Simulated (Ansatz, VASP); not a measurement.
# K2MgGaC6N6 in VASP and in Ansatz

INCAR

```
SYSTEM = K2MgGaC6N6
  PREC = Accurate
  ENCUT = 600
  EDIFF = 1E-6
  ISMEAR = 0
  SIGMA = 0.1
  LREAL = Auto
  LASPH = .TRUE.
  NELM = 60
  ALGO = Normal
  ISIF = 3
  LWAVE = .FALSE.
  LCHARG = .FALSE.
  GGA = PE
  IBRION = 2
  NSW = 90
  EDIFFG = -0.04
```

The input KPOINTS:

```
Automatic mesh
0
G
  4 4 4
  0 0 0
```

The input POSCAR:

```
K2MgGaC6N6
1.0
    0.0000000000      5.1410000000      5.1410000000
    5.1410000000      0.0000000000      5.1410000000
    5.1410000000      5.1410000000      0.0000000000
K Mg Ga C N
2 1 1 6 6
Direct
    0.2500000000      0.2500000000      0.2500000000
    0.7500000000      0.7500000000      0.7500000000
    0.5000000000      0.5000000000      0.5000000000
    0.0000000000      0.0000000000      0.0000000000
    0.8156000800      0.1843999200      0.1843999200
    0.1843999200      0.8156000800      0.1843999200
    0.1843999200      0.1843999200      0.8156000800
    0.1843999200      0.8156000800      0.8156000800
    0.8156000800      0.1843999200      0.8156000800
    0.8156000800      0.8156000800      0.1843999200
    0.7018089900      0.2981910100      0.2981910100
    0.2981910100      0.7018089900      0.2981910100
    0.2981910100      0.2981910100      0.7018089900
    0.2981910100      0.7018089900      0.7018089900
    0.7018089900      0.2981910100      0.7018089900
    0.7018089900      0.7018089900      0.2981910100
```

Input for Ansatz:

```yaml
crystal:
  lattice:
    - [0.0, 5.141, 5.141]
    - [5.141, 0.0, 5.141]
    - [5.141, 5.141, 0.0]
  atoms:
    - { symbol: K, position: [0.25, 0.25, 0.25] }
    - { symbol: K, position: [0.75, 0.75, 0.75] }
    - { symbol: Mg, position: [0.5, 0.5, 0.5] }
    - { symbol: Ga, position: [0.0, 0.0, 0.0] }
    - { symbol: C, position: [0.81560008, 0.18439992, 0.18439992] }
    - { symbol: C, position: [0.18439992, 0.81560008, 0.18439992] }
    - { symbol: C, position: [0.18439992, 0.18439992, 0.81560008] }
    - { symbol: C, position: [0.18439992, 0.81560008, 0.81560008] }
    - { symbol: C, position: [0.81560008, 0.18439992, 0.81560008] }
    - { symbol: C, position: [0.81560008, 0.81560008, 0.18439992] }
    - { symbol: "N", position: [0.70180899, 0.29819101, 0.29819101] }
    - { symbol: "N", position: [0.29819101, 0.70180899, 0.29819101] }
    - { symbol: "N", position: [0.29819101, 0.29819101, 0.70180899] }
    - { symbol: "N", position: [0.29819101, 0.70180899, 0.70180899] }
    - { symbol: "N", position: [0.70180899, 0.29819101, 0.70180899] }
    - { symbol: "N", position: [0.70180899, 0.70180899, 0.29819101] }
basis:
  ecutwfc: 420
kpoints:
  mp_grid: { grid: [4, 4, 4] }
hamiltonian:
  xc: pbe
scf:
  occupations: { method: gaussian, width: 0.1 }
  lower_state_search: "off"
output:
  forces: true
  stress: true
  eigenvalues: true
relax:
  adjacent_minimum: "off"
  f_tol: 0.04
  max_steps: 70
  cell: { stress_tol: 0.4 }
```

Alike in both runs: task relaxation of cell and atoms; functional PBE; k mesh 4 × 4 × 4; occupations gaussian, width 0.1 eV; no spin polarisation.

|  | VASP | Ansatz |
| --- | --- | --- |
| version | VASP 6.6.1 | Ansatz 0.2.0 |
| potentials or method | VASP PAW PBE potentials, release 64 (K_sv, Mg, Ga_d, C, N), cutoff 600 eV | scalar-relativistic, plane waves, PAW |
| valence electrons in the cell | 87 | 95 |

Ansatz gave:

```
gap on the k mesh at the Fermi level, each at its own relaxed structure (eV) : none
relaxed volume (Å³/atom)                                                     : 20.35
relaxed length of the cell vector where the two differ most in proportion (Å)              : 7.723
```

Problem. What did VASP give for the same quantities?

Solution. gap on the k mesh at the Fermi level, each at its own relaxed structure (eV): none; relaxed volume (Å³/atom): 20.37; relaxed length of the cell vector where the two differ most in proportion (Å): 7.724.

A gap of «none» marks a metal or a gap that the smearing closes. VASP's potentials hold 87 valence electrons a cell and Ansatz's 95, so a difference there can come from the potentials and not from the codes.

Noted on VASP's run: the standard files for N, O and F lose accuracy on very short bonds; the volume moved by over 15 % at a fixed basis, so the end points are rough.
